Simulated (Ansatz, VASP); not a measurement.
# Pd in VASP and in Ansatz

```xyz
2
Lattice="0.0000 2.9051 2.9051 2.9051 0.0000 2.9051 2.9051 2.9051 0.0000" Properties=species:S:1:pos:R:3 pbc="T T T"
Pd    0.7263    0.7263    0.7263
Pd    5.0839    5.0839    5.0839
```

Alike in both runs: task single point; functional r2SCAN; k mesh 11 × 11 × 11; occupations fermi-dirac, width 0.05 eV; collinear spin.

|  | VASP | Ansatz |
| --- | --- | --- |
| version | VASP 6.6.1 | Ansatz 0.2.0 |
| potentials or method | VASP PAW PBE potentials, release 64 (Pd), cutoff 520 eV | plane waves (500 eV) with PAW, scalar-relativistic |
| valence electrons in the cell | 20 | 36 |

Ansatz gave:

```
pressure (GPa)                                                : -2.7
net moment per atom (μB)                                      : 0.51
size of the moment on the site where the two differ most (μB) : 0.51
```

Question: Which values does VASP return?

Answer: Pressure (GPa): -2.8; net moment per atom (μB): 0.51; size of the moment on the site where the two differ most (μB): 0.51.

VASP's potentials were made for PBE, not for r2SCAN. Site moments also hang on the region over which each program counts them. The functional is the same, so the differences come from potentials, cutoffs and numerics. VASP's potentials hold 20 valence electrons a cell and Ansatz's 36, so a difference there can come from the potentials and not from the codes. Ansatz's warnings: stability check not made.
